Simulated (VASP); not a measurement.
A run of VASP 6.6.1 is set up as follows.

The input INCAR:

```
PREC     = Accurate       # precision mode
ENCUT    = 600            # plane-wave cutoff, eV
EDIFF    = 1E-8           # SCF threshold, eV
ISMEAR   = -1             # smearing method
SIGMA    = 0.15           # smearing width, eV
LREAL    = F              # projectors in reciprocal space
LASPH    = T              # aspherical terms in the spheres
NELM     = 60             # most SCF steps
ALGO     = Normal         # electronic algorithm
ISIF     = 3              # what is computed and relaxed
LWAVE    = F              # write WAVECAR
LCHARG   = T              # write CHGCAR
GGA      = CA             # functional
IBRION   = 6              # ionic algorithm
NFREE    = 2            
POTIM    = 0.015          # step
NSW      = 1              # ionic steps
```

KPOINTS

```
Automatic mesh
0
Gamma
  20 20 20
```

POSCAR

```
W
1.0
   -1.5516205041      1.5516205041      1.5516205041
    1.5516205041     -1.5516205041      1.5516205041
    1.5516205041      1.5516205041     -1.5516205041
W
1
Direct
    0.0000000000      0.0000000000      0.0000000000
```

Potentials or basis: VASP PAW LDA potentials, release 64 (W_sv).

Command:

```bash
$ cat potpaw_LDA.64/W_sv/POTCAR > POTCAR
$ mpirun -np 1 vasp_std > vasp.out
```

**Question.** Estimate the elastic constants C11, C12, C44.

**Answer.** 627, 251, 173 GPa.

**Question.** Predict the Voigt bulk modulus.

**Answer.** 376 GPa.

Clamped-ion elastic tensor (GPa):
```
627 251 251   0   0   0
251 627 251   0   0   0
251 251 627   0   0   0
  0   0   0 173   0   0
  0   0   0   0 173   0
  0   0   0   0   0 173
```

Caveat: the cell is under stress, which shifts elastic constants.
